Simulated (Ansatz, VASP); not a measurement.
**Two plane-wave programs on YMg2O2**

```xyz
5
Lattice="-3.3334 3.3334 2.7729 3.3334 -3.3334 2.7729 3.3334 3.3334 -2.7729" Properties=species:S:1:pos:R:3 pbc="T T T"
Y     0.0000    0.0000    2.7729
Mg    0.0000    3.3334    0.0000
Mg    3.3334    0.0000    0.0000
O     0.0000    0.0000    4.8529
O     0.0000    0.0000    0.6930
```

Alike in both runs: task relaxation of cell and atoms; functional PBE; k mesh 10 × 10 × 10; occupations gaussian, width 0.1 eV; no spin polarisation.

|  | VASP | Ansatz |
| --- | --- | --- |
| version | VASP 6.6.1 | Ansatz 0.2.0 |
| potentials or method | VASP PAW PBE potentials, release 64 (Y_sv, Mg, O), cutoff 600 eV | scalar-relativistic, plane waves, PAW |
| valence electrons in the cell | 27 | 43 |

Ansatz gave:

```
gap on the k mesh at the Fermi level, each at its own relaxed structure (eV) : none
relaxed volume (Å³/atom)                                                     : 24.80
relaxed cell length with the largest relative difference (Å)                 : 5.481
```

Problem. Which values does VASP return?

Solution. gap on the k mesh at the Fermi level, each at its own relaxed structure (eV): none; relaxed volume (Å³/atom): 24.69; relaxed cell length with the largest relative difference (Å): 5.472.

A gap of «none» marks a metal or a gap that the smearing closes. VASP's potentials hold 27 valence electrons a cell and Ansatz's 43, so a difference there can come from the potentials and not from the codes.
